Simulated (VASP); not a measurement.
# Eu in VASP: a series of runs

Eu is run at these levels: PBE; tasks: single point.

Program: VASP 6.6.1. These are calculated values, not measurements. Logs are shortened: lines on timing, memory, paths and dates and some standing lists are left out, and cuts for length are marked.

## Step 1: The cell of the first run

It takes space group Fm-3m (No. 225, cubic). The conventional cell has a = 5.616 Å, b = 5.616 Å, c = 5.616 Å, α = 90.00°, β = 90.00°, γ = 90.00°. Eu (site symmetry m-3m) has 12 Eu at 3.97 Å within 5.2 Å.

This isn't the form of Eu at room conditions, which is bcc.

## Step 2: Single point, PBE, collinear spin, ferromagnetic start

The input, INCAR:

```
PREC = Accurate
ENCUT = 520
EDIFF = 1E-7
ISMEAR = -1
SIGMA = 0.05
LREAL = False
LASPH = True
NELM = 150
ALGO = Fast
ISIF = 2
LWAVE = False
LCHARG = True
ISPIN = 2
MAGMOM = 7
LORBIT = 11
LMAXMIX = 6
GGA = PE
LELF = True
LVHAR = True
NBANDS = 18
```

The input, KPOINTS:

```
Automatic mesh
0
Gamma
  8 8 8
```

The input, POSCAR:

```
Eu
1.0
    0.0000000000      2.8077754330      2.8077754330
    2.8077754330      0.0000000000      2.8077754330
    2.8077754330      2.8077754330      0.0000000000
Eu
1
Direct
    0.0000000000      0.0000000000      0.0000000000
```

Potentials or basis: VASP PAW PBE potentials, release 64 (Eu).

Command:

```bash
$ cat potpaw_PBE.64/Eu/POTCAR > POTCAR
$ mpirun -np 1 vasp_std > vasp.out
```

OUTCAR:

```text
PREC = Accurate
   ENCUT = 520
   EDIFF = 1E-7
   ISMEAR = -1
   LREAL = False
   LASPH = True
   NELM = 150
   ISIF = 2
   ISPIN = 2
   LORBIT = 11
   GGA = PE

 ion  position               nearest neighbor table
   1  0.000  0.000  0.000-

  LATTYP: Found a face centered cubic cell.
 ALAT       =     5.6155508660

  Lattice vectors:

 A1 = (   0.0000000000,   2.8077754330,   2.8077754330)
 A2 = (   2.8077754330,   0.0000000000,   2.8077754330)
 A3 = (   2.8077754330,   2.8077754330,   0.0000000000)

Analysis of symmetry for initial positions (statically):
=====================================================================
 Subroutine PRICEL returns:
 Original cell was already a primitive cell.

 Routine SETGRP: Setting up the symmetry group for a
 face centered cubic supercell.

 Subroutine GETGRP returns: Found 48 space group operations
 (whereof 48 operations were pure point group operations)
 out of a pool of 48 trial point group operations.

The static configuration has the point symmetry O_h .

Analysis of symmetry for dynamics (positions and initial velocities):
=====================================================================
 Subroutine PRICEL returns:
 Original cell was already a primitive cell.

 Routine SETGRP: Setting up the symmetry group for a
 face centered cubic supercell.

 Subroutine GETGRP returns: Found 48 space group operations
 (whereof 48 operations were pure point group operations)
 out of a pool of 48 trial point group operations.

The dynamic configuration has the point symmetry O_h .

Analysis of structural, dynamic, and magnetic symmetry:
=====================================================================
 Subroutine PRICEL returns:
 Original cell was already a primitive cell.

 Routine SETGRP: Setting up the symmetry group for a
 face centered cubic supercell.

 Subroutine GETGRP returns: Found 48 space group operations
 (whereof 48 operations were pure point group operations)
 out of a pool of 48 trial point group operations.

The overall configuration has the point symmetry O_h .

 Subroutine INISYM returns: Found 48 space group operations
 (whereof 48 operations are pure point group operations),
 and found     1 'primitive' translations

----------------------------------------------------------------------------------------

                                     Primitive cell

  volume of cell :      44.2708

  direct lattice vectors                    reciprocal lattice vectors
     0.000000000  2.807775433  2.807775433    -0.178076920  0.178076920  0.178076920
     2.807775433  0.000000000  2.807775433     0.178076920 -0.178076920  0.178076920
     2.807775433  2.807775433  0.000000000     0.178076920  0.178076920 -0.178076920

  length of vectors
     3.970794097  3.970794097  3.970794097     0.308438272  0.308438272  0.308438272

  position of ions in fractional coordinates (direct lattice)
     0.000000000  0.000000000  0.000000000

  ion indices of the primitive-cell ions
   primitive index   ion index
                 1           1

----------------------------------------------------------------------------------------

 KPOINTS: Automatic mesh

Automatic generation of k-mesh.
 Grid dimensions read from file:
 generate k-points for:    8    8    8

 Generating k-lattice:

  Cartesian coordinates                     Fractional coordinates (reciprocal lattice)
    -0.022259615  0.022259615  0.022259615     0.125000000  0.000000000  0.000000000
     0.022259615 -0.022259615  0.022259615     0.000000000  0.125000000  0.000000000
     0.022259615  0.022259615 -0.022259615     0.000000000  0.000000000  0.125000000

  Length of vectors
     0.038554784  0.038554784  0.038554784

  Shift w.r.t. Gamma in fractional coordinates (k-lattice)
     0.000000000  0.000000000  0.000000000

 Subroutine IBZKPT returns following result:
 ===========================================

 Found     29 irreducible k-points:

 Following reciprocal coordinates:
            Coordinates               Weight
  0.000000  0.000000  0.000000      1.000000
  0.125000  0.000000  0.000000      8.000000
  0.250000  0.000000  0.000000      8.000000
  0.375000  0.000000  0.000000      8.000000
  0.500000  0.000000  0.000000      4.000000
  0.125000  0.125000  0.000000      6.000000
[... 16 lines left out ...]
  0.500000  0.250000  0.125000     48.000000
 -0.375000  0.250000  0.125000     24.000000
 [... further k-points ...]
   k-points           NKPTS =     29   k-points in BZ     NKDIM =     29   number of bands    NBANDS=     18
   number of dos      NEDOS =    301   number of ions     NIONS =      1
   total plane-waves  NPLWV =  27000
   dimension x,y,z NGX =    30 NGY =   30 NGZ =   30
   dimension x,y,z NGXF=    60 NGYF=   60 NGZF=   60
   ions per type =               1
   NGX,Y,Z   is equivalent  to a cutoff of  12.56, 12.56, 12.56 a.u.
   NGXF,Y,Z  is equivalent  to a cutoff of  25.12, 25.12, 25.12 a.u.
 SYSTEM =  unknown system
   PREC   = accura    normal or accurate (medium, high low for compatibility)
   ISTART =      0    job   : 0-new  1-cont  2-samecut
   ICHARG =      2    charge: 1-file 2-atom 10-const
   ISPIN  =      2    spin polarized calculation?
   LNONCOLLINEAR =      F non collinear calculations
   LSORBIT =      F    spin-orbit coupling
   LASPH  =      T    aspherical Exc in radial PAW
   ENCUT  =  520.0 eV  38.22 Ry    6.18 a.u.   7.38  7.38  7.38*2*pi/ulx,y,z
   NELM   =    150;   NELMIN=  2; NELMDL= -5     # of ELM steps
   EDIFF  = 0.1E-06   stopping-criterion for ELM
   LREAL  =      F    real-space projection
   EDIFFG = 0.1E-05   stopping-criterion for IOM
   NSW    =      0    number of steps for IOM
   IBRION =     -1    ionic relax: 0-MD 1-quasi-New 2-CG
   NFREE  =      0    steps in history (QN), initial steepest desc. (CG)
   ISIF   =      2    stress and relaxation
   ISYM   =      2    0-nonsym 1-usesym 2-fastsym
   POTIM  = 0.5000    time-step for ionic-motion
   TEBEG  =    0.0;   TEEND  =   0.0 temperature during run
   PSTRESS=    0.0 pullay stress
   NELECT =      17.0000    total number of electrons
   NUPDOWN=      -1.0000    fix difference up-down
   EMIN   =  10.00;   EMAX   =-10.00  energy-range for DOS
   EFERMI =   0.00;   METHOD = LEGACY
   ISMEAR =    -1;   SIGMA  =   0.05  broadening in eV -4-tet -1-fermi 0-gaus
   EFERMI_NEDOS =   21; number of points for ismear=-14 and -15
   IALGO  =     68    algorithm
   IMIX   =      4    mixing-type and parameters
     AMIX     =   0.40;   BMIX     =  1.00
     AMIX_MAG =   1.60;   BMIX_MAG =  1.00
  volume/ion in A,a.u.               =      44.27       298.75
  Fermi-wavevector in a.u.,A,eV,Ry     =   1.189923  2.248628 19.264709  1.415916
  Thomas-Fermi vector in A             =   2.326019
   LORBIT       =     11    0 simple, 1 ext, 2 COOP (PROOUT), +10 PAW based schemes
   GGA     = PE    functional components
   LHFCALC =     F    Hartree Fock is set to
   AEXX    =    0.0000 exact exchange contribution
   IVDW    =     0    specifies the selected vdW correction
   LEPSILON=     F    determine dielectric tensor
   LRPA    =     F    only Hartree local field effects (RPA)
 spin polarized calculation
 RMM-DIIS sequential band-by-band and
  energy-cutoff  :      520.00
  volume of cell :       44.27
 maximum number of plane-waves:      1243
 NGX is ok and might be reduce to    30
   NGX = 15   NGY = 15   NGZ = 15

 number of electron      17.0000006 magnetization       7.5254732

 Free energy of the ion-electron system (eV)
  ---------------------------------------------------
  ext. energy  EPLUGINS =         0.00000000
  ---------------------------------------------------
  free energy    TOTEN  =       -11.46113067 eV

  energy without entropy =      -11.44834715  energy(sigma->0) =      -11.45473891

 E-fermi :   1.8610     XC(G=0):  -8.6083

 val. band max:        1.8513700622   @ k =   0.5000   0.3750   0.1250
 cond. band min:       1.8954467097   @ k =  -0.3750   0.2500   0.1250
 fundamental gap:      0.0440766474
 Fermi energy:         1.8610163414

 spin component 1

 k-point     1 :       0.0000    0.0000    0.0000
  band No.  band energies     occupation
      1     -39.7744      1.00000
      2     -18.3684      1.00000
      3     -18.3684      1.00000
      4     -18.3684      1.00000
      5      -2.4745      1.00000
      6       1.3120      0.99998
[... 10 lines left out ...]
     17       5.4321      0.00000
     18       9.8861      0.00000

 k-point     2 :       0.1250    0.0000    0.0000
  band No.  band energies     occupation
      1     -39.7707      1.00000
      2     -18.4256      1.00000
      3     -18.3760      1.00000
      4     -18.3760      1.00000
      5      -2.1556      1.00000
      6       1.3110      0.99998
[... 10 lines left out ...]
     17       5.2959      0.00000
     18      10.5300      0.00000

 k-point     3 :       0.2500    0.0000    0.0000
  band No.  band energies     occupation
      1     -39.7617      1.00000
      2     -18.5603      1.00000
      3     -18.3940      1.00000
      4     -18.3940      1.00000
      5      -1.3122      1.00000
      6       1.3183      0.99998
[... 10 lines left out ...]
     17       5.4381      0.00000
     18       9.7600      0.00000

 k-point     4 :       0.3750    0.0000    0.0000
  band No.  band energies     occupation
      1     -39.7527      1.00000
      2     -18.6906      1.00000
      3     -18.4120      1.00000
      4     -18.4120      1.00000
      5      -0.3497      1.00000
      6       1.3403      0.99997
[... 375 lines left out ...]
      4     -18.4174      1.00000
      5      -0.6048      1.00000
      6       1.3184      0.99998
[... 10 lines left out ...]
     17       6.4654      0.00000
     18      10.5311      0.00000

 k-point    23 :       0.5000    0.2500    0.1250
  band No.  band energies     occupation
      1     -39.7477      1.00000
      2     -18.6624      1.00000
      3     -18.5049      1.00000
      4     -18.4390      1.00000
      5       0.3536      1.00000
      6       1.3320      0.99997
[... 10 lines left out ...]
     17       7.1752      0.00000
     18       8.6852      0.00000

 k-point    24 :      -0.3750    0.2500    0.1250
  band No.  band energies     occupation
      1     -39.7447      1.00000
      2     -18.6922      1.00000
      3     -18.5180      1.00000
      4     -18.4507      1.00000
      5       0.8321      1.00000
      6       1.3022      0.99999
[... 10 lines left out ...]
     17       7.4281      0.00000
     18       7.6964      0.00000

 [... further k-points ...]

 spin component 2

 k-point     1 :       0.0000    0.0000    0.0000
  band No.  band energies     occupation
      1     -36.6113      1.00000
      2     -15.9963      1.00000
      3     -15.9963      1.00000
      4     -15.9963      1.00000
      5      -1.5233      1.00000
      6       4.7575      0.00000
[... 10 lines left out ...]
     17       6.6348      0.00000
     18      11.5077      0.00000

 k-point     2 :       0.1250    0.0000    0.0000
  band No.  band energies     occupation
      1     -36.6064      1.00000
      2     -16.0683      1.00000
      3     -16.0054      1.00000
      4     -16.0054      1.00000
      5      -1.1909      1.00000
      6       4.2895      0.00000
[... 10 lines left out ...]
     17       6.6988      0.00000
     18      12.2566      0.00000

 k-point     3 :       0.2500    0.0000    0.0000
  band No.  band energies     occupation
      1     -36.5947      1.00000
      2     -16.2368      1.00000
      3     -16.0273      1.00000
      4     -16.0273      1.00000
      5      -0.3185      1.00000
      6       3.6249      0.00000
[... 10 lines left out ...]
     17       6.9711      0.00000
     18      11.4274      0.00000

 k-point     4 :       0.3750    0.0000    0.0000
  band No.  band energies     occupation
      1     -36.5829      1.00000
      2     -16.3983      1.00000
      3     -16.0490      1.00000
      4     -16.0490      1.00000
      5       0.6709      1.00000
      6       3.2650      0.00000
[... 375 lines left out ...]
      4     -16.0561      1.00000
      5       0.4010      1.00000
      6       3.2736      0.00000
[... 10 lines left out ...]
     17       7.8252      0.00000
     18      11.7744      0.00000

 k-point    23 :       0.5000    0.2500    0.1250
  band No.  band energies     occupation
      1     -36.5765      1.00000
      2     -16.3625      1.00000
      3     -16.1651      1.00000
      4     -16.0827      1.00000
      5       1.3916      0.99992
      6       3.0085      0.00000
[... 10 lines left out ...]
     17       8.5357      0.00000
     18      10.0110      0.00000

 k-point    24 :      -0.3750    0.2500    0.1250
  band No.  band energies     occupation
      1     -36.5726      1.00000
      2     -16.3990      1.00000
      3     -16.1812      1.00000
      4     -16.0972      1.00000
      5       1.9618      0.11752
      6       2.6740      0.00000
[... 10 lines left out ...]
     17       9.0308      0.00000
     18       9.0906      0.00000

 [... further k-points ...]

------------------------ aborting loop because EDIFF is reached ----------------------------------------

  FORCE on cell =-STRESS in cart. coord.  units (eV):
  Direction    XX          YY          ZZ          XY          YZ          ZX
  --------------------------------------------------------------------------------------
  -------------------------------------------------------------------------------------
  Total       -0.3105455     -0.3105455     -0.3105455     -0.0000000      0.0000000      0.0000000
  in kB      -11.2387671    -11.2387671    -11.2387671     -0.0000000      0.0000000      0.0000000
  external PRESSURE =     -11.2387671 kB  Pullay stress =       0.0000000 kB

 VOLUME and BASIS-vectors are now :
 -----------------------------------------------------------------------------
  energy-cutoff  :      520.00
  volume of cell :       44.27
      direct lattice vectors                 reciprocal lattice vectors
     0.000000000  2.807775433  2.807775433    -0.178076920  0.178076920  0.178076920
     2.807775433  0.000000000  2.807775433     0.178076920 -0.178076920  0.178076920
     2.807775433  2.807775433  0.000000000     0.178076920  0.178076920 -0.178076920

 POSITION                                       TOTAL-FORCE (eV/Angst)
 -----------------------------------------------------------------------------------
      0.00000      0.00000      0.00000         0.000000      0.000000      0.000000
 -----------------------------------------------------------------------------------
    total drift:                               -0.000000      0.000000      0.000000

  FREE ENERGIE OF THE ION-ELECTRON SYSTEM (eV)
  ---------------------------------------------------
  free  energy   TOTEN  =       -11.4611306706 eV

  energy  without entropy=      -11.4483471550  energy(sigma->0) =      -11.45473891

 total charge

# of ion       s       p       d       f       tot
--------------------------------------------------
    1        2.081   5.711   0.292   6.645  14.728

 magnetization (x)

# of ion       s       p       d       f       tot
--------------------------------------------------
    1       -0.001  -0.089   0.181   6.644   6.735
```

Run time: 4.1 min. Hardware: 1 thread of Oxide Virtual Turin-like, shared host; peak memory 0.19 GiB.

Results:

```yaml
Free_energy: -11.4611 eV
Pressure: -1.1 GPa
Net_moment: 7.53 μB per cell
Site_moments: Eu +6.74 μB
Valence_electrons_inside_the_program's_atomic_spheres: Eu 14.73
```

Caveat: spin-orbit coupling is left out, which moves the levels of the heavy elements; semilocal functionals describe open f shells poorly, which spoils levels, moments and volumes. The state reached can hang on the start; a lower one may exist.

## Step 3: Single point, PBE, collinear spin, ferromagnetic start

This run uses another cell than the first one, of 45.14 Å³/atom.

The input, INCAR:

```
PREC = Accurate
ENCUT = 520
EDIFF = 1E-7
ISMEAR = -1
SIGMA = 0.05
LREAL = F
LASPH = T
NELM = 150
ALGO = Normal
ISIF = 2
LWAVE = F
LCHARG = F
ISPIN = 2
MAGMOM = 7
LORBIT = 11
LMAXMIX = 6
GGA = PE
NBANDS = 18
```

The input, KPOINTS:

```
regular mesh
0
Gamma
  8 8 8
```

The input, POSCAR:

```
Eu
1.0
    0.0000000000      2.8260082519      2.8260082519
    2.8260082519      0.0000000000      2.8260082519
    2.8260082519      2.8260082519      0.0000000000
Eu
1
Direct
    0.0000000000      0.0000000000      0.0000000000
```

Potentials or basis: VASP PAW PBE potentials, release 64 (Eu).

Command:

```bash
$ cat potpaw_PBE.64/Eu/POTCAR > POTCAR
$ mpirun -np 1 vasp_std > vasp.out
```

OUTCAR:

```text
PREC = Accurate
   ENCUT = 520
   EDIFF = 1E-7
   ISMEAR = -1
   LREAL = F
   LASPH = T
   NELM = 150
   ISIF = 2
   ISPIN = 2
   LORBIT = 11
   GGA = PE

 ion  position               nearest neighbor table
   1  0.000  0.000  0.000-

  LATTYP: Found a face centered cubic cell.
 ALAT       =     5.6520165038

  Lattice vectors:

 A1 = (   0.0000000000,   2.8260082519,   2.8260082519)
 A2 = (   2.8260082519,   0.0000000000,   2.8260082519)
 A3 = (   2.8260082519,   2.8260082519,   0.0000000000)

Analysis of symmetry for initial positions (statically):
=====================================================================
 Subroutine PRICEL returns:
 Original cell was already a primitive cell.

 Routine SETGRP: Setting up the symmetry group for a
 face centered cubic supercell.

 Subroutine GETGRP returns: Found 48 space group operations
 (whereof 48 operations were pure point group operations)
 out of a pool of 48 trial point group operations.

The static configuration has the point symmetry O_h .

Analysis of symmetry for dynamics (positions and initial velocities):
[... 682 lines left out ...]
     18       7.4979      0.00000

 [... further k-points ...]

 spin component 2

 k-point     1 :       0.0000    0.0000    0.0000
  band No.  band energies     occupation
      1     -36.6942      1.00000
      2     -16.0949      1.00000
      3     -16.0949      1.00000
      4     -16.0949      1.00000
      5      -1.5754      1.00000
      6       4.6656      0.00000
[... 493 lines left out ...]
     17       8.6082      0.00000
     18       8.8608      0.00000

 [... further k-points ...]

------------------------ aborting loop because EDIFF is reached ----------------------------------------

  FORCE on cell =-STRESS in cart. coord.  units (eV):
  Direction    XX          YY          ZZ          XY          YZ          ZX
  --------------------------------------------------------------------------------------
  -------------------------------------------------------------------------------------
  Total       -0.3740348     -0.3740348     -0.3740348      0.0000000     -0.0000000      0.0000000
  in kB      -13.2761558    -13.2761558    -13.2761558      0.0000000     -0.0000000      0.0000000
  external PRESSURE =     -13.2761558 kB  Pullay stress =       0.0000000 kB

 VOLUME and BASIS-vectors are now :
 -----------------------------------------------------------------------------
  energy-cutoff  :      520.00
  volume of cell :       45.14
      direct lattice vectors                 reciprocal lattice vectors
     0.000000000  2.826008252  2.826008252    -0.176928004  0.176928004  0.176928004
     2.826008252  0.000000000  2.826008252     0.176928004 -0.176928004  0.176928004
     2.826008252  2.826008252  0.000000000     0.176928004  0.176928004 -0.176928004

 POSITION                                       TOTAL-FORCE (eV/Angst)
 -----------------------------------------------------------------------------------
      0.00000      0.00000      0.00000         0.000000      0.000000     -0.000000
 -----------------------------------------------------------------------------------
    total drift:                               -0.000000     -0.000000     -0.000000

  FREE ENERGIE OF THE ION-ELECTRON SYSTEM (eV)
  ---------------------------------------------------
  free  energy   TOTEN  =       -11.4550174398 eV

  energy  without entropy=      -11.4420003980  energy(sigma->0) =      -11.44850892

 total charge

# of ion       s       p       d       f       tot
--------------------------------------------------
    1        2.080   5.712   0.283   6.651  14.726

 magnetization (x)

# of ion       s       p       d       f       tot
--------------------------------------------------
    1       -0.001  -0.090   0.176   6.649   6.735
```

Wall time 1.7 min (1 thread of Oxide Virtual Turin-like, shared host); peak memory 0.18 GiB.

What came out:

| Quantity | Value |
| --- | --- |
| Free energy | -11.4550 eV |
| Pressure | -1.3 GPa |
| Net moment | 7.53 μB per cell |
| Site moments | Eu +6.74 μB |
| Valence electrons inside the program's atomic spheres | Eu 14.73 |

Caveat: spin-orbit coupling is left out, which moves the levels of the heavy elements; semilocal functionals describe open f shells poorly, which spoils levels, moments and volumes. The state reached can hang on the start; a lower one may exist.

(Part 1 of 2 ends here.)
